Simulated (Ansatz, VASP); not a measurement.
**Two plane-wave programs on InP**

```
In P
1.0
     0.00000    3.01842    2.93050
     2.93050    0.00000    2.93050
     2.93050    3.01842    0.00000
In P
1 1
Direct
  0.00000 0.00000 0.00000
  0.75000 0.75000 0.75000
```

Change from the starting cell: strain +0.0300 x Voigt [0, 1, 0, 0, 0, 0], atoms carried along.

Alike in both runs: task single point; functional r2SCAN; k mesh 8 × 8 × 8; occupations gaussian, width 0.05 eV; no spin polarisation.

|  | VASP | Ansatz |
| --- | --- | --- |
| version | VASP 6.6.1 | Ansatz 0.2.0 |
| potentials or method | VASP PAW PBE potentials, release 64 (In_d, P), cutoff 520 eV | scalar-relativistic, plane waves, PAW |
| valence electrons in the cell | 18 | 18 |

```csv
,VASP,Ansatz,Ansatz less VASP
gap on the k mesh at the Fermi level (eV),0.94,0.94,-0.003
least direct gap on the mesh (eV),0.94,0.94,-0.003
pressure (GPa),-0.5,-0.4,+0.10
"traceless stress, the component that is largest in VASP (GPa)",-0.94,-0.93,+0.008
```

VASP's potentials were made for PBE, not for r2SCAN. With one functional, cell and mesh, what is left measures potentials, basis and numerics.
